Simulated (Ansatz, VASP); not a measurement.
One calculation of LiF, two programs

INCAR

```
PREC = Accurate ; ENCUT = 520
EDIFF = 1E-6 ; ISMEAR = 0
SIGMA = 0.05 ; LREAL = F
LASPH = T ; NELM = 80
ALGO = Normal ; ISIF = 2
LWAVE = F ; LCHARG = T
GGA = CA ; LELF = T
LVHAR = T ; NBANDS = 18
```

File KPOINTS:

```
regular mesh
0
Gamma
  9 9 6
```

POSCAR

```
LiF
1.0
    3.0976209951      0.0000000000      0.0000000000
   -1.5488104975      2.6826184730      0.0000000000
    0.0000000000      0.0000000000      4.4580961361
Li F
2 2
Direct
    0.3333333333      0.6666666667      0.4307693551
    0.6666666667      0.3333333333      0.9307693551
    0.3333333333      0.6666666667      0.9910195924
    0.6666666667      0.3333333333      0.4910195924
```

Input for Ansatz:

```yaml
crystal:
  lattice:
    - [3.0976209951, 0.0, 0.0]
    - [-1.5488104975, 2.682618473, 0.0]
    - [0.0, 0.0, 4.4580961361]
  atoms:
    - { symbol: Li, position: [0.3333333333, 0.6666666667, 0.4307693551] }
    - { symbol: Li, position: [0.6666666667, 0.3333333333, 0.9307693551] }
    - { symbol: F, position: [0.3333333333, 0.6666666667, 0.9910195924] }
    - { symbol: F, position: [0.6666666667, 0.3333333333, 0.4910195924] }
basis:
  ecutwfc: 520.0
kpoints:
  mp_grid: { grid: [9, 9, 6] }
hamiltonian:
  xc: lda
scf:
  occupations: { method: gaussian, width: 0.05 }
output:
  forces: true
  stress: true
  eigenvalues: true
```

Alike in both runs: task single point; functional LDA; k mesh 9 × 9 × 6; occupations gaussian, width 0.05 eV; no spin polarisation.

|  | VASP | Ansatz |
| --- | --- | --- |
| version | VASP 6.6.1 | Ansatz 0.2.0 |
| potentials or method | VASP PAW LDA potentials, release 64 (Li_sv, F), cutoff 520 eV | scalar-relativistic, plane waves, PAW |
| valence electrons in the cell | 20 | 20 |

|  | VASP | Ansatz | Ansatz less VASP |
| --- | --- | --- | --- |
| gap on the k mesh at the Fermi level (eV) | 7.56 | 7.58 | +0.016 |
| least direct gap on the mesh (eV) | 7.56 | 7.58 | +0.016 |
| rms of the force components (eV/Å) | 0.095 | 0.096 | +0.0010 |

LDA's correlation is that of Perdew and Zunger in VASP and of Perdew and Wang (1992) in Ansatz. Atom by atom the forces differ by 0.001 eV/Å (rms over components).

Noted on VASP's run: the cutoff is short for stress, so the pressure is rough.
